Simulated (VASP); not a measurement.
KI:

```
K I
1.0
     2.54685   -4.41082    0.00000
     2.54685    4.41082    0.00000
     0.00000    0.00000    8.93101
K I
2 2
Direct
  0.50000 0.50000 0.50000
  0.50000 0.50000 0.00000
  0.83340 0.16660 0.25000
  0.16660 0.83340 0.75000
```

This cell differs from its parent crystal: strain +4.0%.

Base run:

| Item | Value |
| --- | --- |
| Program | VASP 6.6.1 |
| Functional | PBE |
| Potentials or basis | VASP PAW PBE potentials, release 64 (K_sv, I) |
| Cutoff | 520 eV |
| k mesh | 6 × 6 × 4 |
| Occupations | fermi-dirac, width 0.02 eV |
| Spin | no spin polarisation |

Its results: band gap on the k mesh 3.61 eV; pressure -0.7 GPa.

The run is repeated on the same cell with these changes: functional from PBE to r2SCAN; occupations from fermi-dirac, width 0.02 eV to gaussian, width 0.01 eV. What comes out?

Band gap on the k mesh 4.23 eV; pressure -1.1 GPa.

Caveats: spin-orbit coupling is left out, which moves the levels of the heavy elements; the PAW data sets were made with another functional, which shifts forces and pressure a little (at least some runs).

A k mesh can miss the band edges.
